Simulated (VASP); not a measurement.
CuI, 2 atoms in the cell. It takes space group F-43m (No. 216, cubic). The conventional cell has a = 6.078 Å, b = 6.078 Å, c = 6.078 Å, α = 90.00°, β = 90.00°, γ = 90.00°. Cu (site symmetry -43m) has 4 I at 2.63 Å within 3.5 Å. I (site symmetry -43m) has 4 Cu at 2.63 Å within 3.5 Å. 

| Quantity | Value |
| --- | --- |
| Program | VASP 6.6.1 |
| Task | density of states |
| Functional | PBE |
| Potentials or basis | VASP PAW PBE potentials, release 64 (Cu, I) |
| Cutoff | 520 eV |
| k mesh | 8 × 8 × 8 |
| Occupations | gaussian, width 0.02 eV |
| Spin | no spin polarisation |
| Dipole correction | no |
| k mesh for the DOS | 12 × 12 × 12 |
| Occupations for the DOS | tetrahedron |
| Further INCAR settings | ALGO = Normal; EDIFF = 1e-06; NBANDS = 16 |

Potentials or basis: VASP PAW PBE potentials, release 64 (Cu, I).

Run with:

```console
$ cat potpaw_PBE.64/Cu/POTCAR potpaw_PBE.64/I/POTCAR > POTCAR
$ cp INCAR.step1 INCAR
$ cp KPOINTS.step1 KPOINTS
$ mpirun -np 1 vasp_std > vasp.out
$ cp INCAR.step2 INCAR
$ cp KPOINTS.step2 KPOINTS
$ mpirun -np 1 vasp_std > vasp.out
```

Hardware: 1 thread of AMD EPYC 7R13 Processor (Zen 3), on a shared host.

Task: Estimate the wall time of this run.

Result: Run time: 54 s on 1 thread of AMD EPYC 7R13 Processor (Zen 3), with other jobs on the host, peak memory 0.18 GiB. Counts: k points 72.
